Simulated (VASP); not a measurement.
# ZnS (P6_3mc) in VASP: further runs, part 2 of 2

VASP 6.6.1. Earlier steps stand in the parts before.

## (4) Relaxation of cell and atoms, revPBE+D4

File INCAR:

```
PREC     = Accurate       # precision mode
ENCUT    = 600            # plane-wave cutoff, eV
EDIFF    = 1E-6           # SCF threshold, eV
ISMEAR   = -1             # smearing method
SIGMA    = 0.05           # smearing width, eV
LREAL    = F              # projectors in reciprocal space
LASPH    = T              # aspherical terms in the spheres
NELM     = 60             # most SCF steps
ALGO     = Normal         # electronic algorithm
ISIF     = 3              # what is computed and relaxed
LWAVE    = F              # write WAVECAR
LCHARG   = F              # write CHGCAR
GGA      = RE             # functional
IVDW     = 13             # dispersion correction
IBRION   = 2              # ionic algorithm
NSW      = 60             # ionic steps
EDIFFG   = -0.01          # ionic threshold
```

File KPOINTS:

```
Automatic mesh
0
Gamma
  8 8 2
```

File POSCAR:

```
ZnS
1.0
    3.8120000000      0.0000000000      0.0000000000
   -1.9060000000      3.3012888392      0.0000000000
    0.0000000000      0.0000000000     18.6899900000
Zn S
6 6
Direct
    0.3333333333      0.6666666667      0.8333300000
    0.6666666667      0.3333333333      0.3333300000
    0.6666666667      0.3333333333      0.6666700000
    0.3333333333      0.6666666667      0.1666700000
    0.0000000000      0.0000000000      0.5000000000
    0.0000000000      0.0000000000      0.0000000000
    0.3333333333      0.6666666667      0.9583300000
    0.6666666667      0.3333333333      0.4583300000
    0.6666666667      0.3333333333      0.7916700000
    0.3333333333      0.6666666667      0.2916700000
    0.0000000000      0.0000000000      0.6250000000
    0.0000000000      0.0000000000      0.1250000000
```

Potentials or basis: VASP PAW PBE potentials, release 64 (Zn, S).

Command:

```bash
$ cat potpaw_PBE.64/Zn/POTCAR potpaw_PBE.64/S/POTCAR > POTCAR
$ mpirun -np 1 vasp_std > vasp.out
```

Wall time 34 min (1 thread of Oxide Virtual Turin-like, shared host); peak memory 0.51 GiB.

The run converged. Its results:

| Quantity | Value |
| --- | --- |
| Free energy | -44.2482 eV |
| Relaxed volume | 19.27 Å³/atom |
| Relaxed cell | a = 3.789 Å, b = 3.789 Å, c = 18.594 Å, α = 90.00°, β = 90.00°, γ = 120.00° |
| Space group after relaxing (to 0.1 Å) | P6_3mc (No. 186) |
| Energy gained by relaxing | 1.4 meV/atom |
| Ionic steps | 7 |
| Pressure after relaxing | 0.0 GPa |
| Largest force after relaxing | 0.009 eV/Å |
| Band gap on the k mesh | 2.36 eV |
| Dispersion energy per atom | -0.570 eV |

Forces on the atoms (eV/Å):
```
Zn   0.000  0.000 -0.009
Zn   0.000  0.000 -0.009
Zn   0.000  0.000  0.006
Zn   0.000  0.000  0.006
Zn   0.000  0.000  0.007
Zn   0.000  0.000  0.007
S    0.000  0.000  0.000
S    0.000  0.000  0.000
S    0.000  0.000  0.003
S    0.000  0.000  0.003
S    0.000  0.000 -0.007
S    0.000  0.000 -0.007
```

The path:
| step | energy change (eV) | largest force (eV/Å) | pressure (GPa) | volume (Å³) |
| --- | --- | --- | --- | --- |
| 1 | 0.0000 | 0.0305 | -1.24 | 235.20 |
| 2 | -0.0151 | 0.0210 | 0.37 | 230.07 |
| 3 | -0.0164 | 0.0231 | 0.01 | 231.14 |
| 4 | -0.0164 | 0.0232 | -0.01 | 231.22 |
| 5 | -0.0165 | 0.0146 | -0.01 | 231.22 |
| 6 | -0.0165 | 0.0107 | -0.01 | 231.22 |
| 7 | -0.0165 | 0.0086 | -0.01 | 231.23 |

Final structure:
```
Zn S
1.0
     3.78934    0.00000    0.00000
    -1.89467    3.28166    0.00000
     0.00000    0.00000   18.59435
Zn S
6 6
Direct
  0.33333 0.66667 0.83330
  0.66667 0.33333 0.33330
  0.66667 0.33333 0.66681
  0.33333 0.66667 0.16681
  0.00000 0.00000 0.50000
  0.00000 0.00000 0.00000
  0.33333 0.66667 0.95812
  0.66667 0.33333 0.45812
  0.66667 0.33333 0.79165
  0.33333 0.66667 0.29165
  0.00000 0.00000 0.62513
  0.00000 0.00000 0.12513
```

Levels at points of the mesh, in eV from the valence-band top:
```tsv
k point	band 50	band 51	band 52	band 53	band 54	band 55	band 56	band 57	band 58	band 59
(0.00, 0.00, 0.00)	-0.25	-0.25	-0.03	0.00	0.00	2.36	3.35	3.42	3.47	3.54
(0.50, 0.00, 0.00)	-1.53	-1.30	-1.29	-1.12	-0.90	3.54	3.65	3.69	3.97	4.11
(0.00, 0.00, 0.50)	-0.48	-0.07	-0.07	-0.07	-0.07	2.83	2.83	3.40	3.40	3.68
(0.50, 0.00, 0.50)	-1.65	-1.25	-1.25	-1.01	-1.01	3.46	3.46	3.94	3.94	4.23
```

Caveat: the PAW data sets were made with another functional, which shifts forces and pressure a little. revPBE gaps usually lie below the measured ones, often by a third to a half.

## (5) Relaxation of cell and atoms, BLYP+D4

File INCAR:

```
SYSTEM = ZnS
PREC = Accurate
ENCUT = 600
EDIFF = 1E-6
ISMEAR = -1
SIGMA = 0.05
LREAL = .False.
LASPH = .True.
NELM = 100
ALGO = Normal
ISIF = 3
LWAVE = .False.
LCHARG = .False.
GGA = B5
ALDAX = 1.0
AGGAX = 1.0
AGGAC = 1.0
ALDAC = 0.0
IVDW = 13
VDW_S6 = 1.0
VDW_S8 = 2.34076671
VDW_A1 = 0.44488865
VDW_A2 = 4.0933009
IBRION = 2
NSW = 60
EDIFFG = -0.01
```

File KPOINTS:

```
Automatic mesh
0
Gamma
  8 8 2
  0 0 0
```

POSCAR is that of step 4.

Command:

```bash
$ cat potpaw_PBE.64/Zn/POTCAR potpaw_PBE.64/S/POTCAR > POTCAR
$ mpirun -np 1 vasp_std > vasp.out
```

It took 35 min on 1 thread of Oxide Virtual Turin-like, shared host; peak memory 0.51 GiB.

Results (log left out):

| Quantity | Value |
| --- | --- |
| Free energy | -41.6157 eV |
| Relaxed volume | 19.76 Å³/atom |
| Relaxed cell | a = 3.820 Å, b = 3.820 Å, c = 18.759 Å, α = 90.00°, β = 90.00°, γ = 120.00° |
| Space group after relaxing (to 0.1 Å) | P6_3mc (No. 186) |
| Energy gained by relaxing | 0.4 meV/atom |
| Ionic steps | 6 |
| Pressure after relaxing | 0.0 GPa |
| Largest force after relaxing | 0.008 eV/Å |
| Band gap on the k mesh | 2.14 eV |
| Dispersion energy per atom | -0.577 eV |

Forces on the atoms (eV/Å):
```
Zn   0.000  0.000 -0.008
Zn   0.000  0.000 -0.008
Zn   0.000  0.000  0.007
Zn   0.000  0.000  0.007
Zn   0.000  0.000  0.005
Zn   0.000  0.000  0.005
S    0.000  0.000  0.001
S    0.000  0.000  0.001
S    0.000  0.000  0.003
S    0.000  0.000  0.003
S    0.000  0.000 -0.008
S    0.000  0.000 -0.008
```

Step by step:
| step | energy change (eV) | largest force (eV/Å) | pressure (GPa) | volume (Å³) |
| --- | --- | --- | --- | --- |
| 1 | 0.0000 | 0.0425 | 0.53 | 235.20 |
| 2 | -0.0039 | 0.0256 | -0.15 | 237.42 |
| 3 | -0.0040 | 0.0276 | -0.02 | 237.14 |
| 4 | -0.0041 | 0.0171 | -0.01 | 237.11 |
| 5 | -0.0042 | 0.0136 | 0.01 | 237.10 |
| 6 | -0.0042 | 0.0084 | 0.01 | 237.07 |

Final structure:
```
CELL_PARAMETERS angstrom
3.82007 0.00000 0.00000
-1.91003 3.30827 0.00000
0.00000 0.00000 18.75852
ATOMIC_POSITIONS crystal
Zn 0.33333 0.66667 0.83331
Zn 0.66667 0.33333 0.33331
Zn 0.66667 0.33333 0.66689
Zn 0.33333 0.66667 0.16689
Zn 0.00000 0.00000 0.50000
Zn 0.00000 0.00000 0.00000
S 0.33333 0.66667 0.95804
S 0.66667 0.33333 0.45804
S 0.66667 0.33333 0.79164
S 0.33333 0.66667 0.29164
S 0.00000 0.00000 0.62512
S 0.00000 0.00000 0.12512
```

Levels at points of the mesh, in eV from the valence-band top:
```csv
k point,band 51,band 52,band 53,band 54,band 55,band 56,band 57,band 58
"(0.00, 0.00, 0.00)",-0.23,-0.03,0.00,0.00,2.14,3.20,3.27,3.34
"(0.50, 0.00, 0.00)",-1.23,-1.23,-1.07,-0.86,3.46,3.65,3.72,3.95
"(0.00, 0.00, 0.50)",-0.07,-0.07,-0.07,-0.07,2.61,2.61,3.29,3.29
"(0.50, 0.00, 0.50)",-1.19,-1.19,-0.96,-0.96,3.43,3.43,3.92,3.92
```

Caveat: the PAW data sets were made with another functional, which shifts forces and pressure a little.

## (6) The runs side by side

```tsv
level	potentials or basis	gap on the mesh (eV)	pressure (GPa)	relaxed volume (Å³/atom)	largest force (eV/Å)
revPBE	VASP PAW PBE potentials, release 64 (Zn, S)	2.04	0.1	20.74	0.01
LDA	VASP PAW LDA potentials, release 64 (Zn, S)	2.17	0.0	18.63	0.01
revPBE+D4	VASP PAW PBE potentials, release 64 (Zn, S)	2.36	0.0	19.27	0.01
BLYP+D4	VASP PAW PBE potentials, release 64 (Zn, S)	2.14	0.0	19.76	0.01
```

Alike in all rows: task relaxation of cell and atoms; no spin polarisation; cell relaxed; k mesh 8 × 8 × 2; cutoff (eV) 600; smearing fermi-dirac 0.05 eV.

Caveats: the PAW data sets were made with another functional, which shifts forces and pressure a little (at least some runs).

Absolute energies hang on the potentials; compare differences alone.
